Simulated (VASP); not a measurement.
# Na (P2_13) in VASP: further runs

Runs on Na. Level: PBEsol. Tasks: single point.

Everything below comes from runs of VASP 6.6.1. Logs are shortened: lines on timing, memory, paths and dates and some standing lists are left out, and cuts for length are marked.

**1. The cell of the first run**

It takes space group P2_13 (No. 198, cubic). The conventional cell has a = 5.174 Å, b = 5.174 Å, c = 5.174 Å, α = 90.00°, β = 90.00°, γ = 90.00°. Within 4.2 Å of Na (site symmetry 3) lie 6 Na at 3.17 Å.

**2. Single point, PBEsol (Li replaced by Na, lengths x 1.178, strained)**

Contents of INCAR:

```
PREC = Accurate
ENCUT = 520
EDIFF = 1E-7
ISMEAR = 0
SIGMA = 0.1
LREAL = False
LASPH = True
NELM = 100
ALGO = Fast
ISIF = 2
LWAVE = False
LCHARG = True
GGA = PS
LELF = True
LVHAR = True
NBANDS = 22
```

Contents of KPOINTS:

```
regular mesh
0
Gamma
  4 4 4
```

Contents of POSCAR:

```
Na
1.0
    5.1742596558      0.0000000000      0.0000000000
    0.0000000000      5.1742596558      0.0000000000
    0.0000000000      0.0000000000      5.1742596558
Na
4
Direct
    0.8745680000      0.1254320000      0.6254320000
    0.3745680000      0.3745680000      0.3745680000
    0.1254320000      0.6254320000      0.8745680000
    0.6254320000      0.8745680000      0.1254320000
```

Potentials or basis: VASP PAW PBE potentials, release 64 (Na_pv).

Started as:

```bash
> cat potpaw_PBE.64/Na_pv/POTCAR > POTCAR
> mpirun -np 1 vasp_std > vasp.out
```

OUTCAR:

```text
PREC = Accurate
   ENCUT = 520
   EDIFF = 1E-7
   ISMEAR = 0
   LREAL = False
   LASPH = True
   NELM = 100
   ISIF = 2
   GGA = PS

 ion  position               nearest neighbor table
   1  0.875  0.125  0.625-
   2  0.375  0.375  0.375-
   3  0.125  0.625  0.875-
   4  0.625  0.875  0.125-

  LATTYP: Found a simple cubic cell.
 ALAT       =     5.1742596558

  Lattice vectors:

 A1 = (   5.1742596558,   0.0000000000,   0.0000000000)
 A2 = (   0.0000000000,   5.1742596558,   0.0000000000)
 A3 = (   0.0000000000,   0.0000000000,   5.1742596558)

Analysis of symmetry for initial positions (statically):
=====================================================================
 Subroutine PRICEL returns:
 Original cell was already a primitive cell.

 Routine SETGRP: Setting up the symmetry group for a
 simple cubic supercell.

 Subroutine GETGRP returns: Found 12 space group operations
 (whereof  3 operations were pure point group operations)
 out of a pool of 48 trial point group operations.

The static configuration has the point symmetry C_3 .
 The point group associated with its full space group is T   .

Analysis of symmetry for dynamics (positions and initial velocities):
=====================================================================
 Subroutine PRICEL returns:
 Original cell was already a primitive cell.

 Routine SETGRP: Setting up the symmetry group for a
 simple cubic supercell.

 Subroutine GETGRP returns: Found 12 space group operations
 (whereof  3 operations were pure point group operations)
 out of a pool of 48 trial point group operations.

The dynamic configuration has the point symmetry C_3 .
 The point group associated with its full space group is T   .

 Subroutine INISYM returns: Found 12 space group operations
 (whereof  3 operations are pure point group operations),
 and found     1 'primitive' translations

----------------------------------------------------------------------------------------

                                     Primitive cell

  volume of cell :     138.5303

  direct lattice vectors                    reciprocal lattice vectors
     5.174259656  0.000000000  0.000000000     0.193264364  0.000000000  0.000000000
     0.000000000  5.174259656  0.000000000     0.000000000  0.193264364  0.000000000
[... 72 lines left out ...]
   LASPH  =      T    aspherical Exc in radial PAW
   ENCUT  =  520.0 eV  38.22 Ry    6.18 a.u.   9.62  9.62  9.62*2*pi/ulx,y,z
   NELM   =    100;   NELMIN=  2; NELMDL= -5     # of ELM steps
   EDIFF  = 0.1E-06   stopping-criterion for ELM
   LREAL  =      F    real-space projection
   EDIFFG = 0.1E-05   stopping-criterion for IOM
   NSW    =      0    number of steps for IOM
   IBRION =     -1    ionic relax: 0-MD 1-quasi-New 2-CG
   NFREE  =      0    steps in history (QN), initial steepest desc. (CG)
   ISIF   =      2    stress and relaxation
   ISYM   =      2    0-nonsym 1-usesym 2-fastsym
   POTIM  = 0.5000    time-step for ionic-motion
   TEBEG  =    0.0;   TEEND  =   0.0 temperature during run
   PSTRESS=    0.0 pullay stress
   NELECT =      28.0000    total number of electrons
   NUPDOWN=      -1.0000    fix difference up-down
   EMIN   =  10.00;   EMAX   =-10.00  energy-range for DOS
   EFERMI =   0.00;   METHOD = LEGACY
   ISMEAR =     0;   SIGMA  =   0.10  broadening in eV -4-tet -1-fermi 0-gaus
   EFERMI_NEDOS =   21; number of points for ismear=-14 and -15
   IALGO  =     68    algorithm
   IMIX   =      4    mixing-type and parameters
     AMIX     =   0.40;   BMIX     =  1.00
     AMIX_MAG =   1.60;   BMIX_MAG =  1.00
  volume/ion in A,a.u.               =      34.63       233.71
  Fermi-wavevector in a.u.,A,eV,Ry     =   0.960755  1.815564 12.558858  0.923050
  Thomas-Fermi vector in A             =   2.090067
   LORBIT       =      0    0 simple, 1 ext, 2 COOP (PROOUT), +10 PAW based schemes
   GGA     = PS    functional components
   LHFCALC =     F    Hartree Fock is set to
   AEXX    =    0.0000 exact exchange contribution
   IVDW    =     0    specifies the selected vdW correction
   LEPSILON=     F    determine dielectric tensor
   LRPA    =     F    only Hartree local field effects (RPA)
 non-spin polarized calculation
 RMM-DIIS sequential band-by-band and
 Gauss-broadening in eV      SIGMA  =   0.10
  energy-cutoff  :      520.00
  volume of cell :      138.53
 maximum number of plane-waves:      3764
 NGX is ok and might be reduce to    40
   NGX = 19   NGY = 19   NGZ = 19

 number of electron      28.0000084 magnetization

 Free energy of the ion-electron system (eV)
  ---------------------------------------------------
  ext. energy  EPLUGINS =         0.00000000
  ---------------------------------------------------
  free energy    TOTEN  =        -4.62312033 eV

  energy without entropy =       -4.60853102  energy(sigma->0) =       -4.61582567

 E-fermi :   0.5573     XC(G=0):  -6.6664

 val. band max:        0.3028433576   @ k =   0.5000   0.5000   0.2500
 cond. band min:       0.5961872227   @ k =   0.2500   0.2500   0.0000
 fundamental gap:      0.2933438651
 Fermi energy:         0.5573316633

 k-point     1 :       0.0000    0.0000    0.0000
  band No.  band energies     occupation
      1     -24.5594      2.00000
      2     -24.5594      2.00000
      3     -24.5594      2.00000
      4     -24.5302      2.00000
      5     -24.5302      2.00000
      6     -24.5302      2.00000
[... 264 lines left out ...]
     21      10.5713      0.00000
     22      10.6461      0.00000

------------------------ aborting loop because EDIFF is reached ----------------------------------------

  FORCE on cell =-STRESS in cart. coord.  units (eV):
  Direction    XX          YY          ZZ          XY          YZ          ZX
  --------------------------------------------------------------------------------------
  -------------------------------------------------------------------------------------
  Total        1.3625898      1.3625898      1.3625898      0.0000000      0.0000000      0.0000000
  in kB       15.7590876     15.7590876     15.7590876      0.0000000      0.0000000      0.0000000
  external PRESSURE =      15.7590876 kB  Pullay stress =       0.0000000 kB

 VOLUME and BASIS-vectors are now :
 -----------------------------------------------------------------------------
  energy-cutoff  :      520.00
  volume of cell :      138.53
      direct lattice vectors                 reciprocal lattice vectors
     5.174259656  0.000000000  0.000000000     0.193264364  0.000000000  0.000000000
     0.000000000  5.174259656  0.000000000     0.000000000  0.193264364  0.000000000
     0.000000000  0.000000000  5.174259656     0.000000000  0.000000000  0.193264364

 POSITION                                       TOTAL-FORCE (eV/Angst)
 -----------------------------------------------------------------------------------
      4.52524      0.64902      3.23615        -0.001800      0.001800      0.001800
      1.93811      1.93811      1.93811        -0.001800     -0.001800     -0.001800
      0.64902      3.23615      4.52524         0.001800      0.001800     -0.001800
      3.23615      4.52524      0.64902         0.001800     -0.001800      0.001800
 -----------------------------------------------------------------------------------
    total drift:                               -0.000000     -0.000000      0.000000

  FREE ENERGIE OF THE ION-ELECTRON SYSTEM (eV)
  ---------------------------------------------------
  free  energy   TOTEN  =        -4.6231203258 eV

  energy  without entropy=       -4.6085310237  energy(sigma->0) =       -4.61582567
```

stdout:

```text
POSCAR found type information on POSCAR Na
 POSCAR found :  1 types and       4 ions
 scaLAPACK will be used
 -----------------------------------------------------------------------------
|                                                                             |
|                                                                             |
|     You enforced a specific xc type in the INCAR file but a different       |
|     I HOPE YOU KNOW WHAT YOU ARE DOING!                                     |
|                                                                             |
 -----------------------------------------------------------------------------

 LDA part: xc-table for (Slater+PW92), standard interpolation
 POSCAR, INCAR and KPOINTS ok, starting setup
 FFT: planning ... GRIDC
 FFT: planning ... GRID_SOFT
 FFT: planning ... GRID
 WAVECAR not read
 entering main loop
```

It took 22 s on 1 thread of AMD EPYC 9R45 (Zen 5), shared host; peak memory 0.19 GiB.

What came out:

* Free energy: -4.6231 eV
* Pressure: 1.6 GPa
* Largest force: 0.003 eV/Å
* Band gap on the k mesh: zero (band 14 reaches 2.61 eV, above the bottom of band 15 at -0.03 eV)

Forces in eV/Å, atoms in the order of the input:
```
Na  -0.002  0.002  0.002
Na  -0.002 -0.002 -0.002
Na   0.002  0.002 -0.002
Na   0.002 -0.002  0.002
```

Caveat: the cell differs from its parent crystal (Li replaced by Na, lengths x 1.178, strained); the PAW data sets were made with another functional, which shifts forces and pressure a little.

**3. Single point, PBEsol (Li replaced by Na, lengths x 1.178, strained)**

Contents of INCAR:

```
PREC     = Accurate       # precision mode
ENCUT    = 520            # plane-wave cutoff, eV
EDIFF    = 1E-6           # SCF threshold, eV
ISMEAR   = 0              # smearing method
SIGMA    = 0.1            # smearing width, eV
LREAL    = F              # projectors in reciprocal space
LASPH    = T              # aspherical terms in the spheres
NELM     = 80             # most SCF steps
ALGO     = Normal         # electronic algorithm
ISIF     = 2              # what is computed and relaxed
LWAVE    = F              # write WAVECAR
LCHARG   = F              # write CHGCAR
GGA      = PS             # functional
NBANDS   = 22             # bands
```

KPOINTS is that of step 2.

Contents of POSCAR:

```
Na
1.0
    5.3474399439      0.0000000000      0.0000000000
    0.0000000000      5.3474399439      0.0000000000
    0.0000000000      0.0000000000      5.3474399439
Na
4
Direct
    0.8706796309      0.1293203691      0.6293203691
    0.3706796309      0.3706796309      0.3706796309
    0.1293203691      0.6293203691      0.8706796309
    0.6293203691      0.8706796309      0.1293203691
```

Potentials or basis: VASP PAW PBE potentials, release 64 (Na_pv).

Started as:

```bash
> cat potpaw_PBE.64/Na_pv/POTCAR > POTCAR
> mpirun -np 1 vasp_std > vasp.out
```

It took 13 s on 1 thread of AMD EPYC 9R45 (Zen 5), shared host; peak memory 0.2 GiB.

It converged, with:

```
Free energy            : -4.7349 eV
Pressure               : 0.8 GPa
Largest force          : 0.032 eV/Å
Band gap on the k mesh : zero (band 14 reaches 2.11 eV, above the bottom of band 15 at -0.27 eV)
```

Forces on the atoms (eV/Å):
```
Na  -0.018  0.018  0.018
Na  -0.018 -0.018 -0.018
Na   0.018  0.018 -0.018
Na   0.018 -0.018  0.018
```

Levels at points of the mesh, in eV from the Fermi level:
```tsv
k point	band 10	band 11	band 12	band 13	band 14	band 15	band 16	band 17	band 18	band 19
(0.00, 0.00, 0.00)	-25.03	-25.03	-25.02	-3.22	1.88	1.88	1.88	2.05	2.05	2.05
(0.50, 0.00, 0.00)	-25.03	-25.03	-25.03	-1.88	-1.88	2.72	2.72	3.22	3.22	3.29
(0.50, 0.50, 0.00)	-25.02	-25.02	-25.02	-0.64	-0.64	-0.50	-0.50	3.91	3.91	4.40
(0.50, 0.50, 0.50)	-25.03	-25.03	-25.03	0.57	0.57	0.57	0.57	0.88	0.88	0.88
```

Caveat: the cell differs from its parent crystal (Li replaced by Na, lengths x 1.178, strained); the PAW data sets were made with another functional, which shifts forces and pressure a little.

**4. Single point, PBEsol (Li replaced by Na, lengths x 1.178, strained)**

Contents of INCAR:

```
SYSTEM = Na
PREC = Accurate
ENCUT = 520
EDIFF = 1E-6
ISMEAR = 0
SIGMA = 0.1
LREAL = .FALSE.
LASPH = .TRUE.
NELM = 80
ALGO = Fast
ISIF = 2
LWAVE = .FALSE.
LCHARG = .FALSE.
GGA = PS
NBANDS = 22
```

Contents of KPOINTS:

```
regular mesh
0
G
  8 8 8
  0 0 0
```

POSCAR is that of step 3.

Started as:

```bash
> cat potpaw_PBE.64/Na_pv/POTCAR > POTCAR
> mpirun -np 1 vasp_std > vasp.out
```

It took 69 s on 1 thread of AMD EPYC 9R45 (Zen 5), shared host; peak memory 0.26 GiB.

Results (log left out):

```yaml
Free_energy: -4.7961 eV
Pressure: 0.7 GPa
Largest_force: 0.032 eV/Å
Band_gap_on_the_k_mesh: zero (band 14 reaches 2.11 eV, above the bottom of band 15 at -0.27 eV)
```

Forces in eV/Å, atoms in the order of the input:
```
Na  -0.018  0.018  0.018
Na  -0.018 -0.018 -0.018
Na   0.018  0.018 -0.018
Na   0.018 -0.018  0.018
```

Levels at points of the mesh, in eV from the Fermi level:
```csv
k point,band 11,band 12,band 13,band 14,band 15,band 16,band 17,band 18
"(0.00, 0.00, 0.00)",-25.04,-25.03,-3.24,1.86,1.86,1.86,2.03,2.03
"(0.50, 0.00, 0.00)",-25.04,-25.04,-1.90,-1.90,2.71,2.71,3.21,3.21
"(0.50, 0.50, 0.00)",-25.03,-25.03,-0.65,-0.65,-0.51,-0.51,3.89,3.89
"(0.50, 0.50, 0.50)",-25.05,-25.05,0.55,0.55,0.55,0.55,0.87,0.87
```

Caveat: the cell differs from its parent crystal (Li replaced by Na, lengths x 1.178, strained); the PAW data sets were made with another functional, which shifts forces and pressure a little.

**5. Overview**

```csv
cell,k mesh,gap on the mesh (eV),pressure (GPa),largest force (eV/Å)
"a = 5.174 Å, 4 atoms",4 × 4 × 4,none,1.6,-
"a = 5.347 Å, 4 atoms",4 × 4 × 4,none,0.8,0.03
"a = 5.347 Å, 4 atoms",8 × 8 × 8,none,0.7,0.03
```

Alike in all rows: task single point; level PBEsol; potentials or basis VASP PAW PBE potentials, release 64 (Na_pv); no spin polarisation; cutoff (eV) 520; smearing gaussian 0.1 eV.

Caveats: the PAW data sets were made with another functional, which shifts forces and pressure a little.

Absolute energies hang on the potentials; compare differences alone.
